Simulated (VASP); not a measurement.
# Te2Mo in VASP: a series of runs

Te2Mo is run at these levels: LDA; tasks: single point.

All numbers are computed with VASP 6.6.1; they aren't measurements. Logs are shortened: lines on timing, memory, paths and dates and some standing lists are left out, and cuts for length are marked.

**1. The cell of the first run**

The cell holds a slab with vacuum, 3 atoms: a = 3.467 Å, b = 3.467 Å, c = 16.994 Å, α = 90.00°, β = 90.00°, γ = 120.00°.

**2. Single point, LDA (strain along c alone, the other axes held: -3.0 %, then relaxed in part)**

The input, INCAR:

```
PREC = Accurate
ENCUT = 500
EDIFF = 1E-6
ISMEAR = 0
SIGMA = 0.02
LREAL = F
LASPH = T
NELM = 120
ALGO = Normal
ISIF = 2
LWAVE = F
LCHARG = F
GGA = CA
NBANDS = 20
GGA_COMPAT = F
```

The input, KPOINTS:

```
Automatic mesh
0
Gamma
  12 12 2
```

The input, POSCAR:

```
Te2Mo
1.0
    3.4665480208      0.0000000000      0.0000000000
   -1.7332740104      3.0021186495      0.0000000000
    0.0000000000      0.0000000000     16.9942169875
Te Mo
2 1
Direct
    0.3333333333      0.6666666667      0.8943937242
    0.3333333333      0.6666666667      0.1056062758
    0.0000000000      0.0000000000      0.0000000000
```

Potentials or basis: VASP PAW LDA potentials, release 64 (Te, Mo_sv).

On the command line:

```
$ cat potpaw_LDA.64/Te/POTCAR potpaw_LDA.64/Mo_sv/POTCAR > POTCAR
$ mpirun -np 1 vasp_std > vasp.out
```

OUTCAR:

```text
PREC = Accurate
   ENCUT = 500
   EDIFF = 1E-6
   ISMEAR = 0
   LREAL = F
   LASPH = T
   NELM = 120
   ISIF = 2
   GGA = CA

 ion  position               nearest neighbor table
   1  0.333  0.667  0.894-   3 2.69   3 2.69   3 2.69   2 3.59
   2  0.333  0.667  0.106-   3 2.69   3 2.69   3 2.69   1 3.59
   3  0.000  0.000  0.000-   1 2.69   2 2.69   1 2.69   2 2.69   1 2.69   2 2.69

  LATTYP: Found a hexagonal cell.
 ALAT       =     3.4665480208
 C/A-ratio  =     4.9023457588

  Lattice vectors:

 A1 = (   3.4665480208,   0.0000000000,   0.0000000000)
 A2 = (  -1.7332740104,   3.0021186495,   0.0000000000)
 A3 = (   0.0000000000,   0.0000000000,  16.9942169875)

Analysis of symmetry for initial positions (statically):
=====================================================================
 Subroutine PRICEL returns:
 Original cell was already a primitive cell.

 Routine SETGRP: Setting up the symmetry group for a
 hexagonal supercell.

 Subroutine GETGRP returns: Found 12 space group operations
 (whereof 12 operations were pure point group operations)
 out of a pool of 24 trial point group operations.

The static configuration has the point symmetry D_3h.

Analysis of symmetry for dynamics (positions and initial velocities):
=====================================================================
 Subroutine PRICEL returns:
 Original cell was already a primitive cell.

 Routine SETGRP: Setting up the symmetry group for a
 hexagonal supercell.

 Subroutine GETGRP returns: Found 12 space group operations
 (whereof 12 operations were pure point group operations)
 out of a pool of 24 trial point group operations.

The dynamic configuration has the point symmetry D_3h.

 Subroutine INISYM returns: Found 12 space group operations
 (whereof 12 operations are pure point group operations),
 and found     1 'primitive' translations

----------------------------------------------------------------------------------------

                                     Primitive cell

  volume of cell :     176.8586

  direct lattice vectors                    reciprocal lattice vectors
     3.466548021  0.000000000  0.000000000     0.288471411  0.166549047  0.000000000
    -1.733274010  3.002118649  0.000000000     0.000000000  0.333098094  0.000000000
     0.000000000  0.000000000 16.994216987     0.000000000  0.000000000  0.058843547

  length of vectors
     3.466548021  3.466548021 16.994216987     0.333098094  0.333098094  0.058843547

  position of ions in fractional coordinates (direct lattice)
     0.333333333  0.666666667  0.894393724
     0.333333333  0.666666667  0.105606276
     0.000000000  0.000000000  0.000000000

  ion indices of the primitive-cell ions
   primitive index   ion index
                 1           1
                 2           2
                 3           3

----------------------------------------------------------------------------------------

 KPOINTS: Automatic mesh

Automatic generation of k-mesh.
 Grid dimensions read from file:
 generate k-points for:   12   12    2

 Generating k-lattice:

  Cartesian coordinates                     Fractional coordinates (reciprocal lattice)
     0.024039284  0.013879087  0.000000000     0.083333333  0.000000000  0.000000000
     0.000000000  0.027758174  0.000000000     0.000000000  0.083333333  0.000000000
     0.000000000  0.000000000  0.029421773     0.000000000  0.000000000  0.500000000

  Length of vectors
     0.027758174  0.027758174  0.029421773

  Shift w.r.t. Gamma in fractional coordinates (k-lattice)
     0.000000000  0.000000000  0.000000000

 Subroutine IBZKPT returns following result:
 ===========================================

 Found     38 irreducible k-points:

 Following reciprocal coordinates:
            Coordinates               Weight
  0.000000  0.000000  0.000000      1.000000
  0.083333 -0.000000  0.000000      6.000000
  0.166667 -0.000000  0.000000      6.000000
  0.250000 -0.000000  0.000000      6.000000
  0.333333 -0.000000  0.000000      6.000000
  0.416667 -0.000000  0.000000      6.000000
[... 16 lines left out ...]
  0.250000 -0.000000  0.500000      6.000000
  0.333333 -0.000000  0.500000      6.000000
 [... further k-points ...]
   k-points           NKPTS =     38   k-points in BZ     NKDIM =     38   number of bands    NBANDS=     20
   number of dos      NEDOS =    301   number of ions     NIONS =      3
   total plane-waves  NPLWV =  98784
   dimension x,y,z NGX =    28 NGY =   28 NGZ =  126
   dimension x,y,z NGXF=    56 NGYF=   56 NGZF=  252
   ions per type =               2   1
   NGX,Y,Z   is equivalent  to a cutoff of  13.43, 13.43, 12.33 a.u.
   NGXF,Y,Z  is equivalent  to a cutoff of  26.86, 26.86, 24.65 a.u.
 SYSTEM =  unknown system
   PREC   = accura    normal or accurate (medium, high low for compatibility)
   ISTART =      0    job   : 0-new  1-cont  2-samecut
   ICHARG =      2    charge: 1-file 2-atom 10-const
   ISPIN  =      1    spin polarized calculation?
   LNONCOLLINEAR =      F non collinear calculations
   LSORBIT =      F    spin-orbit coupling
   LASPH  =      T    aspherical Exc in radial PAW
   ENCUT  =  500.0 eV  36.75 Ry    6.06 a.u.   6.32  6.32 30.98*2*pi/ulx,y,z
   NELM   =    120;   NELMIN=  2; NELMDL= -5     # of ELM steps
   EDIFF  = 0.1E-05   stopping-criterion for ELM
   LREAL  =      F    real-space projection
   EDIFFG = 0.1E-04   stopping-criterion for IOM
   NSW    =      0    number of steps for IOM
   IBRION =     -1    ionic relax: 0-MD 1-quasi-New 2-CG
   NFREE  =      0    steps in history (QN), initial steepest desc. (CG)
   ISIF   =      2    stress and relaxation
   ISYM   =      2    0-nonsym 1-usesym 2-fastsym
   POTIM  = 0.5000    time-step for ionic-motion
   TEBEG  =    0.0;   TEEND  =   0.0 temperature during run
   PSTRESS=    0.0 pullay stress
   NELECT =      26.0000    total number of electrons
   NUPDOWN=      -1.0000    fix difference up-down
   EMIN   =  10.00;   EMAX   =-10.00  energy-range for DOS
   EFERMI =   0.00;   METHOD = LEGACY
   ISMEAR =     0;   SIGMA  =   0.02  broadening in eV -4-tet -1-fermi 0-gaus
   EFERMI_NEDOS =   21; number of points for ismear=-14 and -15
   IALGO  =     38    algorithm
   IMIX   =      4    mixing-type and parameters
     AMIX     =   0.40;   BMIX     =  1.00
     AMIX_MAG =   1.60;   BMIX_MAG =  1.00
  volume/ion in A,a.u.               =      58.95       397.83
  Fermi-wavevector in a.u.,A,eV,Ry     =   0.864020  1.632761 10.157168  0.746531
  Thomas-Fermi vector in A             =   1.982056
   LORBIT       =      0    0 simple, 1 ext, 2 COOP (PROOUT), +10 PAW based schemes
   GGA     = CA    functional components
   LHFCALC =     F    Hartree Fock is set to
   AEXX    =    0.0000 exact exchange contribution
   IVDW    =     0    specifies the selected vdW correction
   LEPSILON=     F    determine dielectric tensor
   LRPA    =     F    only Hartree local field effects (RPA)
 non-spin polarized calculation
 Gauss-broadening in eV      SIGMA  =   0.02
  energy-cutoff  :      500.00
  volume of cell :      176.86
 maximum number of plane-waves:      4520
 NGX is ok and might be reduce to    28
   NGX = 13   NGY = 13   NGZ = 61

 number of electron      26.0000001 magnetization

 Free energy of the ion-electron system (eV)
  ---------------------------------------------------
  ext. energy  EPLUGINS =         0.00000000
  ---------------------------------------------------
  free energy    TOTEN  =       -20.47172496 eV

  energy without entropy =      -20.47172496  energy(sigma->0) =      -20.47172496

 E-fermi :   0.5537     XC(G=0):  -5.0963

 val. band max:        0.3423009099   @ k =   0.3333   0.3333   0.0000
 cond. band min:       1.5829390372   @ k =   0.3333   0.3333   0.5000
 fundamental gap:      1.2406381274
 Fermi energy:         0.5536861901

 k-point     1 :       0.0000    0.0000    0.0000
  band No.  band energies     occupation
      1     -59.8803      2.00000
      2     -34.2776      2.00000
      3     -34.0972      2.00000
      4     -34.0972      2.00000
      5     -12.5289      2.00000
      6     -11.5311      2.00000
[... 12 lines left out ...]
     19       5.1716      0.00000
     20       6.1578      0.00000

 k-point     2 :       0.0833   -0.0000    0.0000
  band No.  band energies     occupation
      1     -59.8795      2.00000
      2     -34.2752      2.00000
      3     -34.1080      2.00000
      4     -34.0997      2.00000
      5     -12.4252      2.00000
      6     -11.4598      2.00000
[... 12 lines left out ...]
     19       5.2947      0.00000
     20       6.3235      0.00000

 k-point     3 :       0.1667   -0.0000    0.0000
  band No.  band energies     occupation
      1     -59.8771      2.00000
      2     -34.2685      2.00000
      3     -34.1372      2.00000
      4     -34.1064      2.00000
      5     -12.1233      2.00000
      6     -11.2525      2.00000
[... 12 lines left out ...]
     19       5.6466      0.00000
     20       6.6304      0.00000

 k-point     4 :       0.2500   -0.0000    0.0000
  band No.  band energies     occupation
      1     -59.8740      2.00000
      2     -34.2595      2.00000
      3     -34.1769      2.00000
      4     -34.1156      2.00000
      5     -11.6542      2.00000
      6     -10.9325      2.00000
[... 12 lines left out ...]
     19       6.1724      0.00000
     20       6.9995      0.00000

 k-point     5 :       0.3333   -0.0000    0.0000
  band No.  band energies     occupation
      1     -59.8708      2.00000
      2     -34.2504      2.00000
      3     -34.2163      2.00000
      4     -34.1248      2.00000
      5     -11.0859      2.00000
      6     -10.5526      2.00000
[... 12 lines left out ...]
     19       6.3510      0.00000
     20       6.5205      0.00000

 k-point     6 :       0.4167   -0.0000    0.0000
  band No.  band energies     occupation
      1     -59.8685      2.00000
      2     -34.2450      2.00000
      3     -34.2437      2.00000
      4     -34.1315      2.00000
      5     -10.5609      2.00000
      6     -10.2164      2.00000
[... 12 lines left out ...]
     19       6.3589      0.00000
     20       6.7552      0.00000

 k-point     7 :       0.5000   -0.0000    0.0000
  band No.  band energies     occupation
      1     -59.8676      2.00000
      2     -34.2554      2.00000
      3     -34.2413      2.00000
      4     -34.1340      2.00000
      5     -10.3296      2.00000
      6     -10.0753      2.00000
[... 12 lines left out ...]
     19       6.3695      0.00000
     20       7.0777      0.00000
[... 277 lines left out ...]
 k-point    20 :       0.0000    0.0000    0.5000
  band No.  band energies     occupation
      1     -59.8803      2.00000
      2     -34.2776      2.00000
      3     -34.0972      2.00000
      4     -34.0972      2.00000
      5     -12.5289      2.00000
      6     -11.5311      2.00000
[... 12 lines left out ...]
     19       4.9337      0.00000
     20       6.5468      0.00000

 k-point    21 :       0.0833   -0.0000    0.5000
  band No.  band energies     occupation
      1     -59.8794      2.00000
      2     -34.2752      2.00000
      3     -34.1080      2.00000
      4     -34.0997      2.00000
      5     -12.4252      2.00000
      6     -11.4598      2.00000
[... 12 lines left out ...]
     19       5.0559      0.00000
     20       6.6621      0.00000

 k-point    22 :       0.1667   -0.0000    0.5000
  band No.  band energies     occupation
      1     -59.8771      2.00000
      2     -34.2685      2.00000
      3     -34.1372      2.00000
      4     -34.1064      2.00000
      5     -12.1233      2.00000
      6     -11.2525      2.00000
[... 12 lines left out ...]
     19       5.4093      0.00000
     20       6.9946      0.00000

 k-point    23 :       0.2500   -0.0000    0.5000
  band No.  band energies     occupation
      1     -59.8740      2.00000
      2     -34.2595      2.00000
      3     -34.1769      2.00000
      4     -34.1157      2.00000
      5     -11.6543      2.00000
      6     -10.9325      2.00000
[... 12 lines left out ...]
     19       5.9598      0.00000
     20       7.3546      0.00000

 k-point    24 :       0.3333   -0.0000    0.5000
  band No.  band energies     occupation
      1     -59.8708      2.00000
      2     -34.2504      2.00000
      3     -34.2163      2.00000
      4     -34.1248      2.00000
      5     -11.0859      2.00000
      6     -10.5526      2.00000
[... 12 lines left out ...]
     19       6.3777      0.00000
     20       6.4631      0.00000

 [... further k-points ...]
[... 5 lines left out ...]
  --------------------------------------------------------------------------------------
  -------------------------------------------------------------------------------------
  Total        0.1181603      0.1181603      0.2056970      0.0000000      0.0000000      0.0000000
  in kB        1.0704239      1.0704239      1.8634271      0.0000000      0.0000000      0.0000000
  external PRESSURE =       1.3347583 kB  Pullay stress =       0.0000000 kB

 VOLUME and BASIS-vectors are now :
 -----------------------------------------------------------------------------
  energy-cutoff  :      500.00
  volume of cell :      176.86
      direct lattice vectors                 reciprocal lattice vectors
     3.466548021  0.000000000  0.000000000     0.288471411  0.166549047  0.000000000
    -1.733274010  3.002118649  0.000000000     0.000000000  0.333098094  0.000000000
     0.000000000  0.000000000 16.994216987     0.000000000  0.000000000  0.058843547

 POSITION                                       TOTAL-FORCE (eV/Angst)
 -----------------------------------------------------------------------------------
     -0.00000      2.00141     15.19952         0.000000     -0.000000     -0.060518
     -0.00000      2.00141      1.79470         0.000000      0.000000      0.060518
      0.00000      0.00000      0.00000        -0.000000      0.000000      0.000000
 -----------------------------------------------------------------------------------
    total drift:                                0.000000     -0.000000     -0.000000

  FREE ENERGIE OF THE ION-ELECTRON SYSTEM (eV)
  ---------------------------------------------------
  free  energy   TOTEN  =       -20.4717249582 eV

  energy  without entropy=      -20.4717249582  energy(sigma->0) =      -20.47172496
```

Run time: 4.5 min. Hardware: 1 thread of Intel Xeon 8259CL, shared host; peak memory 0.32 GiB.

Results:

| Quantity | Value |
| --- | --- |
| Free energy | -20.4717 eV |
| Largest force | 0.061 eV/Å |
| Band gap on the k mesh | 1.24 eV |

Forces on the atoms (eV/Å):
```
Te   0.000  0.000 -0.061
Te   0.000  0.000  0.061
Mo   0.000  0.000  0.000
```

Levels at points of the mesh, in eV from the valence-band top:
```
           k point  band 11  band 12  band 13  band 14  band 15  band 16
(0.00, 0.00, 0.00)    -0.82    -0.82    -0.58     3.38     3.38     3.69
(0.50, 0.00, 0.00)    -1.68    -0.76    -0.14     1.58     1.89     3.44
(0.00, 0.00, 0.50)    -0.82    -0.82    -0.58     3.38     3.38     3.69
(0.50, 0.00, 0.50)    -1.68    -0.76    -0.14     1.58     1.89     3.44
```

Caveat: the cell differs from its parent crystal (strain along c alone, the other axes held: -3.0 %, then relaxed in part); spin-orbit coupling is left out, which moves the levels of the heavy elements.

**3. Single point, LDA**

The input, INCAR:

```
SYSTEM = Te2Mo
  PREC = Accurate
  ENCUT = 500
  EDIFF = 1E-6
  ISMEAR = 0
  SIGMA = 0.02
  LREAL = .False.
  LASPH = .True.
  NELM = 120
  ALGO = Normal
  ISIF = 2
  LWAVE = .False.
  LCHARG = .False.
  NBANDS = 20
  GGA_COMPAT = .False.
```

The input, KPOINTS:

```
Automatic mesh
0
Gamma
  12 12 2
  0 0 0
```

POSCAR is that of step 2.

Potentials or basis: VASP PAW LDA potentials, release 64 (Te, Mo_sv).

On the command line:

```
$ cat potpaw_LDA.64/Te/POTCAR potpaw_LDA.64/Mo_sv/POTCAR > POTCAR
$ mpirun -np 1 vasp_std > vasp.out
```

Run time: 4.7 min. Hardware: 1 thread of Intel Xeon 8259CL, shared host; peak memory 0.32 GiB.

It converged, with:

```
Free energy            : -20.4717 eV
Largest force          : 0.061 eV/Å
Band gap on the k mesh : 1.24 eV
```

Forces in eV/Å, atoms in the order of the input:
```
Te   0.000  0.000 -0.061
Te   0.000  0.000  0.061
Mo   0.000  0.000  0.000
```

Levels at points of the mesh, in eV from the valence-band top:
```tsv
k point	band 9	band 10	band 11	band 12	band 13	band 14	band 15	band 16	band 17	band 18
(0.00, 0.00, 0.00)	-1.65	-1.65	-0.82	-0.82	-0.58	3.38	3.38	3.69	3.69	4.33
(0.50, 0.00, 0.00)	-3.39	-2.32	-1.68	-0.76	-0.14	1.58	1.89	3.44	3.94	4.07
(0.00, 0.00, 0.50)	-1.65	-1.65	-0.82	-0.82	-0.58	3.38	3.38	3.69	3.69	4.46
(0.50, 0.00, 0.50)	-3.39	-2.32	-1.68	-0.76	-0.14	1.58	1.89	3.44	3.94	4.07
```

Caveat: spin-orbit coupling is left out, which moves the levels of the heavy elements.

**4. Single point, LDA (strain along c alone, the other axes held: -1.5 %, then relaxed in part)**

The input, INCAR:

```
ALGO     = Normal         # electronic algorithm
EDIFF    = 1E-6           # SCF threshold, eV
ENCUT    = 500            # plane-wave cutoff, eV
GGA_COMPAT= False        
ISIF     = 2              # what is computed and relaxed
ISMEAR   = 0              # smearing method
LASPH    = True           # aspherical terms in the spheres
LCHARG   = False          # write CHGCAR
LREAL    = False          # projectors in reciprocal space
LWAVE    = False          # write WAVECAR
NBANDS   = 20             # bands
NELM     = 120            # most SCF steps
PREC     = Accurate       # precision mode
SIGMA    = 0.02           # smearing width, eV
```

The input, KPOINTS:

```
k-points
0
Gamma
  12 12 2
```

The input, POSCAR:

```
Te2Mo
1.0
    3.4665480208      0.0000000000      0.0000000000
   -1.7332740104      3.0021186495      0.0000000000
    0.0000000000      0.0000000000     17.2570141574
Te Mo
2 1
Direct
    0.3333333333      0.6666666667      0.8960015717
    0.3333333333      0.6666666667      0.1039984283
    0.0000000000      0.0000000000      0.0000000000
```

On the command line:

```
$ cat potpaw_LDA.64/Te/POTCAR potpaw_LDA.64/Mo_sv/POTCAR > POTCAR
$ mpirun -np 1 vasp_std > vasp.out
```

Run time: 4.7 min. Hardware: 1 thread of Intel Xeon 8259CL, shared host; peak memory 0.32 GiB.

It converged, with:

| Property | Result |
| --- | --- |
| Free energy | -20.4717 eV |
| Largest force | 0.060 eV/Å |
| Band gap on the k mesh | 1.24 eV |

Forces on the atoms (eV/Å):
```
Te   0.000  0.000 -0.060
Te   0.000  0.000  0.060
Mo   0.000  0.000  0.000
```

Levels at points of the mesh, in eV from the valence-band top:
| k point | band 11 | band 12 | band 13 | band 14 | band 15 | band 16 |
| --- | --- | --- | --- | --- | --- | --- |
| (0.00, 0.00, 0.00) | -0.82 | -0.82 | -0.58 | 3.38 | 3.38 | 3.69 |
| (0.50, 0.00, 0.00) | -1.68 | -0.76 | -0.14 | 1.58 | 1.89 | 3.44 |
| (0.00, 0.00, 0.50) | -0.82 | -0.82 | -0.58 | 3.38 | 3.38 | 3.69 |
| (0.50, 0.00, 0.50) | -1.68 | -0.76 | -0.14 | 1.58 | 1.89 | 3.44 |

Caveat: the cell differs from its parent crystal (strain along c alone, the other axes held: -1.5 %, then relaxed in part); spin-orbit coupling is left out, which moves the levels of the heavy elements.

(Part 1 of 2 ends here.)
